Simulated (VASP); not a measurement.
Runs of VASP 6.6.1 on HfO2. The structure is that of space group Fm-3m (No. 225), or close to it. The cells are those of the table. 

```csv
level,cell,smearing,gap on the mesh (eV),pressure (GPa),largest force (eV/Å)
r2SCAN,"a = 3.623, b = 3.623, c = 3.668 Å, angles 59.6, 59.6, 60.8°, 3 atoms",gaussian 0.01 eV,3.96,-15.6,-
PBE,"a = 3.685 Å, angles 58.1°, 3 atoms",fermi-dirac 0.02 eV,(a),-8.1,0.01
r2SCAN,"a = 3.685 Å, angles 58.1°, 3 atoms",gaussian 0.01 eV,4.20,(b),0.03
PBE,"a = 3.577, b = 3.577, c = 3.597 Å, angles 59.8, 59.8, 59.6°, 3 atoms",fermi-dirac 0.02 eV,3.82,2.2,-
r2SCAN,"a = 3.577, b = 3.577, c = 3.597 Å, angles 59.8, 59.8, 59.6°, 3 atoms",gaussian 0.01 eV,4.32,-3.9,0.01
PBE,"a = 3.623, b = 3.623, c = 3.668 Å, angles 59.6, 59.6, 60.8°, 3 atoms",fermi-dirac 0.02 eV,3.47,(c),-
```

Alike in all rows: task single point; potentials or basis VASP PAW PBE potentials, release 64 (Hf_pv, O); no spin polarisation; k mesh 8 × 8 × 8; cutoff (eV) 520.

Problem. Estimate the missing entries.

Solution. (a) 3.71; (b) -14.2; (c) -9.6.

Caveats: spin-orbit coupling is left out, which moves the levels of the heavy elements; the PAW data sets were made with another functional, which shifts forces and pressure a little (some runs).

A k mesh can miss the band edges, and the runs leave out spin-orbit coupling on Hf.
